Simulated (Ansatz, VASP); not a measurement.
Two plane-wave programs on HfB

File INCAR:

```
PREC = Accurate
ENCUT = 600
EDIFF = 1E-7
ISMEAR = 0
SIGMA = 0.1
LREAL = False
LASPH = True
NELM = 80
ALGO = Normal
ISIF = 3
LWAVE = False
LCHARG = False
GGA = PE
IBRION = 2
NSW = 100
EDIFFG = -0.01
```

File KPOINTS:

```
Automatic mesh
0
Gamma
  20 20 20
```

The input POSCAR:

```
HfB
1.0
    0.0000000000      2.4176282564      2.4176282564
    2.4176282564      0.0000000000      2.4176282564
    2.4176282564      2.4176282564      0.0000000000
Hf B
1 1
Direct
    0.5000000000      0.5000000000      0.5000000000
    0.0000000000      0.0000000000      0.0000000000
```

Input for Ansatz:

```yaml
crystal:
  lattice:
    - [0.0, 2.4176282564, 2.4176282564]
    - [2.4176282564, 0.0, 2.4176282564]
    - [2.4176282564, 2.4176282564, 0.0]
  atoms:
    - { symbol: Hf, position: [0.5, 0.5, 0.5] }
    - { symbol: B, position: [0.0, 0.0, 0.0] }
basis:
  ecutwfc: 420
kpoints:
  mp_grid: { grid: [20, 20, 20] }
hamiltonian:
  xc: pbe
scf:
  occupations: { method: gaussian, width: 0.1 }
output:
  forces: true
  stress: true
  eigenvalues: true
  write_density: true
  write_potential: true
  elf: true
  volumetric_format: npy
relax:
  adjacent_minimum: "off"
  f_tol: 0.01
  max_steps: 80
  cell: { stress_tol: 0.05 }
```

Alike in both runs: task relaxation of cell and atoms; functional PBE; k mesh 20 × 20 × 20; occupations gaussian, width 0.1 eV; no spin polarisation.

|  | VASP | Ansatz |
| --- | --- | --- |
| version | VASP 6.6.1 | Ansatz 0.2.0 |
| potentials or method | VASP PAW PBE potentials, release 64 (Hf_pv, B), cutoff 600 eV | scalar-relativistic, plane waves, PAW |
| valence electrons in the cell | 13 | 29 |

```csv
,VASP,Ansatz,Ansatz less VASP
"gap on the k mesh at the Fermi level, each at its own relaxed structure (eV)",none,none,-
relaxed volume (Å³/atom),14.13,14.12,-0.010
relaxed length of the cell vector where the two differ most in proportion (Å),3.419,3.418,-0.0008
```

A gap of «none» marks a metal or a gap that the smearing closes. VASP's potentials hold 13 valence electrons a cell and Ansatz's 29, so a difference there can come from the potentials and not from the codes.

Neither program's run includes spin-orbit coupling. Noted on VASP's run: the relaxation stopped at its first step, so nothing moved.
